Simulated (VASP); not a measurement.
# ZrB (Fm-3m) in VASP: a series of runs, part 2 of 2

VASP 6.6.1. The steps go on from the part before.

### Step 4. Relaxation of cell and atoms, PBE

This run uses another cell than the first one, of 14.73 Å³/atom, 1.172 times its volume.

File INCAR:

```
  PREC = Accurate
  ENCUT = 600
  EDIFF = 1E-6
  ISMEAR = 0
  SIGMA = 0.1
  LREAL = F
  LASPH = T
  NELM = 100
  ALGO = Normal
  ISIF = 3
  LWAVE = F
  LCHARG = F
  GGA = PE
  IBRION = 2
  NSW = 100
  EDIFFG = -0.01
```

File KPOINTS:

```
regular mesh
0
Gamma
  20 20 20
```

File POSCAR:

```
ZrB
1.0
    0.0000000000      2.4515811035      2.4515811035
    2.4515811035      0.0000000000      2.4515811035
    2.4515811035      2.4515811035      0.0000000000
Zr B
1 1
Direct
    0.0000000000      0.0000000000      0.0000000000
    0.5000000000      0.5000000000      0.5000000000
```

Potentials or basis: VASP PAW PBE potentials, release 64 (Zr_sv, B).

Launch:

```sh
$ cat potpaw_PBE.64/Zr_sv/POTCAR potpaw_PBE.64/B/POTCAR > POTCAR
$ mpirun -np 1 vasp_std > vasp.out
```

OUTCAR:

```text
PREC = Accurate
   ENCUT = 600
   EDIFF = 1E-6
   ISMEAR = 0
   LREAL = F
   LASPH = T
   NELM = 100
   ISIF = 3
   GGA = PE
   IBRION = 2
   NSW = 100
   EDIFFG = -0.01

 ion  position               nearest neighbor table
   1  0.000  0.000  0.000-   2 2.45   2 2.45   2 2.45   2 2.45   2 2.45   2 2.45
   2  0.500  0.500  0.500-   1 2.45   1 2.45   1 2.45   1 2.45   1 2.45   1 2.45

  LATTYP: Found a face centered cubic cell.
 ALAT       =     4.9031622070

  Lattice vectors:

 A1 = (   0.0000000000,   2.4515811035,   2.4515811035)
 A2 = (   2.4515811035,   0.0000000000,   2.4515811035)
 A3 = (   2.4515811035,   2.4515811035,   0.0000000000)

Analysis of symmetry for initial positions (statically):
=====================================================================
 Subroutine PRICEL returns:
 Original cell was already a primitive cell.

 Routine SETGRP: Setting up the symmetry group for a
 face centered cubic supercell.

 Subroutine GETGRP returns: Found 48 space group operations
 (whereof 48 operations were pure point group operations)
 out of a pool of 48 trial point group operations.

The static configuration has the point symmetry O_h .

Analysis of symmetry for dynamics (positions and initial velocities):
=====================================================================
 Subroutine PRICEL returns:
 Original cell was already a primitive cell.

 Routine SETGRP: Setting up the symmetry group for a
 face centered cubic supercell.

 Subroutine GETGRP returns: Found 48 space group operations
 (whereof 48 operations were pure point group operations)
 out of a pool of 48 trial point group operations.

The dynamic configuration has the point symmetry O_h .

 Subroutine INISYM returns: Found 48 space group operations
 (whereof 48 operations are pure point group operations),
 and found     1 'primitive' translations

----------------------------------------------------------------------------------------

                                     Primitive cell

  volume of cell :      29.4692

  direct lattice vectors                    reciprocal lattice vectors
     0.000000000  2.451581104  2.451581104    -0.203950014  0.203950014  0.203950014
     2.451581104  0.000000000  2.451581104     0.203950014 -0.203950014  0.203950014
     2.451581104  2.451581104  0.000000000     0.203950014  0.203950014 -0.203950014

  length of vectors
     3.467059246  3.467059246  3.467059246     0.353251786  0.353251786  0.353251786

  position of ions in fractional coordinates (direct lattice)
     0.000000000  0.000000000  0.000000000
     0.500000000  0.500000000  0.500000000

  ion indices of the primitive-cell ions
   primitive index   ion index
                 1           1
                 2           2

----------------------------------------------------------------------------------------

 KPOINTS: regular mesh

Automatic generation of k-mesh.
 Grid dimensions read from file:
 generate k-points for:   20   20   20

 Generating k-lattice:

  Cartesian coordinates                     Fractional coordinates (reciprocal lattice)
[... 50 lines left out ...]
 SYSTEM =  unknown system
   PREC   = accura    normal or accurate (medium, high low for compatibility)
   ISTART =      0    job   : 0-new  1-cont  2-samecut
   ICHARG =      2    charge: 1-file 2-atom 10-const
   ISPIN  =      1    spin polarized calculation?
   LNONCOLLINEAR =      F non collinear calculations
   LSORBIT =      F    spin-orbit coupling
   LASPH  =      T    aspherical Exc in radial PAW
   ENCUT  =  600.0 eV  44.10 Ry    6.64 a.u.   6.92  6.92  6.92*2*pi/ulx,y,z
   NELM   =    100;   NELMIN=  2; NELMDL= -5     # of ELM steps
   EDIFF  = 0.1E-05   stopping-criterion for ELM
   LREAL  =      F    real-space projection
   EDIFFG = -.1E-01   stopping-criterion for IOM
   NSW    =    100    number of steps for IOM
   IBRION =      2    ionic relax: 0-MD 1-quasi-New 2-CG
   NFREE  =      1    steps in history (QN), initial steepest desc. (CG)
   ISIF   =      3    stress and relaxation
   ISYM   =      2    0-nonsym 1-usesym 2-fastsym
   POTIM  = 0.5000    time-step for ionic-motion
   TEBEG  =    0.0;   TEEND  =   0.0 temperature during run
   PSTRESS=    0.0 pullay stress
   NELECT =      15.0000    total number of electrons
   NUPDOWN=      -1.0000    fix difference up-down
   EMIN   =  10.00;   EMAX   =-10.00  energy-range for DOS
   EFERMI =   0.00;   METHOD = LEGACY
   ISMEAR =     0;   SIGMA  =   0.10  broadening in eV -4-tet -1-fermi 0-gaus
   EFERMI_NEDOS =   21; number of points for ismear=-14 and -15
   IALGO  =     38    algorithm
   IMIX   =      4    mixing-type and parameters
     AMIX     =   0.40;   BMIX     =  1.00
     AMIX_MAG =   1.60;   BMIX_MAG =  1.00
  volume/ion in A,a.u.               =      14.73        99.43
  Fermi-wavevector in a.u.,A,eV,Ry     =   1.307121  2.470100 23.246427  1.708564
  Thomas-Fermi vector in A             =   2.437877
   LORBIT       =      0    0 simple, 1 ext, 2 COOP (PROOUT), +10 PAW based schemes
   GGA     = PE    functional components
   LHFCALC =     F    Hartree Fock is set to
   AEXX    =    0.0000 exact exchange contribution
   IVDW    =     0    specifies the selected vdW correction
   LEPSILON=     F    determine dielectric tensor
   LRPA    =     F    only Hartree local field effects (RPA)
 conjugate gradient relaxation of ions
 non-spin polarized calculation
 Gauss-broadening in eV      SIGMA  =   0.10
  energy-cutoff  :      600.00
  volume of cell :       29.47
 maximum number of plane-waves:       998
   NGX = 13   NGY = 13   NGZ = 13

--------------------------------------- Ionic step        1  -------------------------------------------

 number of electron      15.0000000 magnetization

 Free energy of the ion-electron system (eV)
  ---------------------------------------------------
  ext. energy  EPLUGINS =         0.00000000
  ---------------------------------------------------
  free energy    TOTEN  =       -16.00773815 eV

  energy without entropy =      -16.00165400  energy(sigma->0) =      -16.00469607

------------------------ aborting loop because EDIFF is reached ----------------------------------------

  FORCE on cell =-STRESS in cart. coord.  units (eV):
  Direction    XX          YY          ZZ          XY          YZ          ZX
  --------------------------------------------------------------------------------------
  -------------------------------------------------------------------------------------
  Total        0.0368536      0.0368536      0.0368536      0.0000000      0.0000000     -0.0000000
  in kB        2.0036485      2.0036485      2.0036485      0.0000000      0.0000000     -0.0000000
  external PRESSURE =       2.0036485 kB  Pullay stress =       0.0000000 kB
[... 59 lines left out ...]
--------------------------------------- Ionic step        3  -------------------------------------------

 number of electron      15.0000000 magnetization

 Free energy of the ion-electron system (eV)
  ---------------------------------------------------
  ext. energy  EPLUGINS =         0.00000000
  ---------------------------------------------------
  free energy    TOTEN  =       -16.00776131 eV

  energy without entropy =      -16.00166671  energy(sigma->0) =      -16.00471401

 E-fermi :   7.4460     XC(G=0): -11.4719

 val. band max:        7.4410454127   @ k =  -0.4000   0.4500   0.1500
 cond. band min:       7.4497519644   @ k =   0.3500   0.1500   0.0500
 fundamental gap:      0.0087065517
 Fermi energy:         7.4459510825

 k-point     1 :       0.0000    0.0000    0.0000
  band No.  band energies     occupation
      1     -40.0442      2.00000
      2     -17.8703      2.00000
      3     -17.8703      2.00000
      4     -17.8703      2.00000
      5      -0.5924      2.00000
      6       9.1881      0.00000
      7       9.1881      0.00000
      8       9.1881      0.00000
      9      10.5794      0.00000
     10      10.5794      0.00000
     11      10.8680      0.00000
[... 309 lines left out ...]
 k-point    24 :      -0.3500    0.0500    0.0000
  band No.  band energies     occupation
      1     -39.9955      2.00000
      2     -18.3192      2.00000
      3     -17.9332      2.00000
      4     -17.9136      2.00000
      5       1.9136      2.00000
      6       5.0666      2.00000
      7       6.5583      2.00000
      8       6.6749      2.00000
      9      11.3646      0.00000
     10      11.7101      0.00000
     11      12.5875      0.00000

 [... further k-points ...]

------------------------ aborting loop because EDIFF is reached ----------------------------------------

  FORCE on cell =-STRESS in cart. coord.  units (eV):
  Direction    XX          YY          ZZ          XY          YZ          ZX
  --------------------------------------------------------------------------------------
  -------------------------------------------------------------------------------------
  Total       -0.0012009     -0.0012009     -0.0012009     -0.0000000      0.0000000     -0.0000000
  in kB       -0.0652041     -0.0652041     -0.0652041     -0.0000000      0.0000000     -0.0000000
  external PRESSURE =      -0.0652041 kB  Pullay stress =       0.0000000 kB
[... 17 lines left out ...]
  FREE ENERGIE OF THE ION-ELECTRON SYSTEM (eV)
  ---------------------------------------------------
  free  energy   TOTEN  =       -16.0077613080 eV

  energy  without entropy=      -16.0016667076  energy(sigma->0) =      -16.00471401

 reached required accuracy - stopping structural energy minimisation
```

OSZICAR:

```text
N       E                     dE             d eps       ncg     rms          rms(c)
DAV:   1     0.110921842921E+03    0.11092E+03   -0.86619E+03  5632   0.145E+03
DAV:   2    -0.124096250568E+02   -0.12333E+03   -0.11842E+03  6252   0.345E+02
DAV:   3    -0.176963598924E+02   -0.52867E+01   -0.51126E+01  8664   0.636E+01
[... 23 lines left out ...]
DAV:   3    -0.160077494670E+02    0.25377E-04   -0.18190E-04  8096   0.118E-01    0.222E-02
DAV:   4    -0.160077551484E+02   -0.56814E-05   -0.66746E-06  6935   0.232E-02    0.988E-03
DAV:   5    -0.160077591913E+02   -0.40429E-05   -0.59963E-06  7556   0.160E-02    0.744E-03
DAV:   6    -0.160077610846E+02   -0.18933E-05   -0.50368E-07  3263   0.739E-03    0.126E-03
DAV:   7    -0.160077613080E+02   -0.22343E-06   -0.27437E-07  2981   0.456E-03
   3 F= -.16007761E+02 E0= -.16004714E+02  d E =-.231579E-04
```

Run time: 4.1 min. Hardware: 1 thread of AMD EPYC 7R43 (Zen 3), shared host; peak memory 0.22 GiB.

Results:

- Free energy: -16.0078 eV
- Relaxed volume: 14.75 Å³/atom
- Relaxed cell: a = 3.469 Å, b = 3.469 Å, c = 3.469 Å, α = 60.00°, β = 60.00°, γ = 60.00°
- Space group after relaxing (to 0.05 Å): Fm-3m (No. 225)
- Energy gained by relaxing: 0.0 meV/atom
- Ionic steps: 3
- Pressure after relaxing: 0.0 GPa

Final structure:
```
Zr B
1.0
     0.00000    2.45263    2.45263
     2.45263    0.00000    2.45263
     2.45263    2.45263    0.00000
Zr B
1 1
Cartesian
  0.0000 0.0000 0.0000
  2.4526 2.4526 2.4526
```

### Step 5. Summary

```tsv
task	cell	k mesh	cutoff (eV)	gap on the mesh (eV)	pressure (GPa)
single point	a = 3.288 Å, angles 60.0°, 2 atoms	6 × 6 × 6	520	none	35.1
single point	a = 3.468 Å, angles 60.0°, 2 atoms	20 × 20 × 20	520	none	0.1
relaxation of cell and atoms	relaxed from a = 3.467 Å, angles 60.0°, 2 atoms	20 × 20 × 20	600	none	0.0
```

Alike in all rows: level PBE; potentials or basis VASP PAW PBE potentials, release 64 (Zr_sv, B); no spin polarisation; smearing gaussian 0.1 eV.

Caveats: some runs use coarse meshes.

Total energies depend on the potentials used, so only differences within one code and one set of settings carry meaning.
